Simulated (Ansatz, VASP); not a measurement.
# Two plane-wave programs on Ru

```
Ru
1.0
     2.65641    0.00000    0.00000
    -1.32820    2.30052    0.00000
     0.00000    0.00000    2.45748
Ru
1
Cartesian
  0.0000 0.0000 0.0000
```

Alike in both runs: functional PBE; k mesh 9 × 9 × 8; occupations gaussian, width 0.1 eV; no spin polarisation.

Ansatz relaxed the structure, and its values are those at the end. VASP's run is a single point on that final structure, the one shown.

```csv
,VASP,Ansatz
version,VASP 6.6.1,Ansatz 0.2.0
potentials or method,"VASP PAW PBE potentials, release 64 (Ru_pv), cutoff 520 eV","scalar-relativistic, plane waves, PAW"
valence electrons in the cell,14,16
```

Ansatz gave:

* gap on the k mesh at the Fermi level (eV): none
* pressure (GPa): 0.0

**Question.** What did VASP give for the same quantities?

**Answer.** gap on the k mesh at the Fermi level (eV): none; pressure (GPa): -0.1.

A gap of «none» marks a metal or a gap that the smearing closes. VASP's potentials hold 14 valence electrons a cell and Ansatz's 16, so a difference there can come from the potentials and not from the codes.
